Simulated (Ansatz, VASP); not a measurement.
One calculation of MgF2, two programs

The input POSCAR:

```
MgF2
1.0
    4.6259220100      0.0000000000      0.0000000000
    0.0000000000      4.6259220100      0.0000000000
    0.0000000000      0.0000000000      3.0493542700
Mg F
2 4
Direct
    0.0000000000      0.0000000000      0.0000000000
    0.5000000000      0.5000000000      0.5000000000
    0.3029444600      0.3029444600      0.0000000000
    0.1970555400      0.8029444600      0.5000000000
    0.6970555400      0.6970555400      0.0000000000
    0.8029444600      0.1970555400      0.5000000000
```

File INCAR.step1:

```
PREC = Accurate
ENCUT = 520
EDIFF = 1E-5
ISMEAR = -1
SIGMA = 0.02
LREAL = F
LASPH = T
NELM = 120
ALGO = Normal
ISIF = 2
LWAVE = T
LCHARG = F
NBANDS = 25
GGA = PE
GGA_COMPAT = F
KPAR = 4
```

Contents of INCAR.step2:

```
PREC = Accurate
ENCUT = 520
EDIFF = 1E-6
ISMEAR = -1
SIGMA = 0.02
LREAL = F
LASPH = T
NELM = 120
ALGO = Normal
ISIF = 2
LWAVE = F
LCHARG = F
GGA = PE
LHFCALC = T
AEXX = 0.25
PRECFOCK = Normal
NBANDS = 25
ISTART = 1
GGA_COMPAT = F
KPAR = 4
```

The input KPOINTS:

```
Automatic mesh
0
Gamma
  4 4 6
```

Input for Ansatz:

```yaml
crystal:
  lattice:
    - [4.62592201, 0.0, 0.0]
    - [0.0, 4.62592201, 0.0]
    - [0.0, 0.0, 3.04935427]
  atoms:
    - { symbol: Mg, position: [0.0, 0.0, 0.0] }
    - { symbol: Mg, position: [0.5, 0.5, 0.5] }
    - { symbol: F, position: [0.30294446, 0.30294446, 0.0] }
    - { symbol: F, position: [0.19705554, 0.80294446, 0.5] }
    - { symbol: F, position: [0.69705554, 0.69705554, 0.0] }
    - { symbol: F, position: [0.80294446, 0.19705554, 0.5] }
  symmetry: { tolerance: 0.0003 }
hamiltonian:
  xc: pbe0
  pseudopotentials: { kind: paw, azcp: { folder: soft_1 } }
basis:
  ecutwfc: 420
magnetization:
  spin_polarized: false
scf:
  occupations: { method: fermi_dirac, width: 0.02 }
kpoints:
  mp_grid: { grid: [4, 4, 6], shift: [0, 0, 0] }
output:
  forces: true
  stress: true
  eigenvalues: true
  bader: true
  populations: true
  elf: true
  write_potential: true
  write_density: true
  volumetric_format: npy
  dos:
    e_range: [-12, 8]
    de: 0.05
    projected: { site_lists: { F: [F], Mg: [Mg] } }
```

Alike in both runs: task single point; functional PBE0; k mesh 4 × 4 × 6; occupations fermi-dirac, width 0.02 eV; no spin polarisation.

|  | VASP | Ansatz |
| --- | --- | --- |
| version | VASP 6.6.1 | Ansatz 0.2.0 |
| potentials or method | VASP PAW PBE potentials, release 64 (Mg, F), cutoff 520 eV | PAW plane waves |
| valence electrons in the cell | 32 | 48 |

VASP gave:

```
gap on the k mesh at the Fermi level (eV)                     : 10.16
pressure (GPa)                                                : 0.3
traceless stress, the component that is largest in VASP (GPa) : -0.08
rms of the force components (eV/Å)                            : 0.010
```

Question: What did Ansatz give for the same quantities?

Answer: gap on the k mesh at the Fermi level (eV): 10.22; pressure (GPa): 0.9; traceless stress, the component that is largest in VASP (GPa): -0.06; rms of the force components (eV/Å): 0.012.

Atom by atom the forces differ by 0.001 eV/Å (rms over components). With one functional, cell and mesh, what is left measures potentials, basis and numerics. VASP's potentials hold 32 valence electrons a cell and Ansatz's 48, so a difference there can come from the potentials and not from the codes. Ansatz's warnings: stress exchange threshold loose, stress scf threshold loose.
